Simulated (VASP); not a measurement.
Write the native input for VASP 6.6.1 that does the following.

```yaml
Task: relaxation of the atoms
Functional: PBE
Potentials_or_basis: VASP PAW PBE potentials, release 64 (B, P)
Cutoff: 520 eV
k_mesh: 16 × 16 × 16
Occupations: fermi-dirac, width 0.02 eV
Spin: no spin polarisation
Dipole_correction: no
Further_INCAR_settings: ALGO = Normal; EDIFF = 1e-06; IBRION = 2; EDIFFG = -0.02; NSW = 80
```

The structure of BP lies in POSCAR:

```
BP
1.0
    0.0000000000      2.2690000000      2.2690000000
    2.2690000000      0.0000000000      2.2690000000
    2.2690000000      2.2690000000      0.0000000000
B P
1 1
Direct
    0.0000000000      0.0000000000      0.0000000000
    0.2500000000      0.2500000000      0.2500000000
```

One way to write it, as run:

INCAR

```
SYSTEM = BP
PREC = Accurate
ENCUT = 520
EDIFF = 1E-6
ISMEAR = -1
SIGMA = 0.02
LREAL = .FALSE.
LASPH = .TRUE.
NELM = 80
ALGO = Normal
ISIF = 2
LWAVE = .FALSE.
LCHARG = .FALSE.
GGA = PE
IBRION = 2
NSW = 80
EDIFFG = -0.02
```

KPOINTS

```
regular mesh
0
G
  16 16 16
  0 0 0
```

Potentials or basis: VASP PAW PBE potentials, release 64 (B, P).

Launch:

```console
$ cat potpaw_PBE.64/B/POTCAR potpaw_PBE.64/P/POTCAR > POTCAR
$ mpirun -np 1 vasp_std > vasp.out
```

It gave:

```yaml
Pressure_after_relaxing: 0.9 GPa
Band_gap_on_the_k_mesh: 1.25 eV (least direct gap 3.40 eV)
```

Caveat: the relaxation stopped at its first step, so nothing moved.

Wall time 22 s on 1 thread of Intel Xeon 8259CL (shared host), peak memory 0.15 GiB.
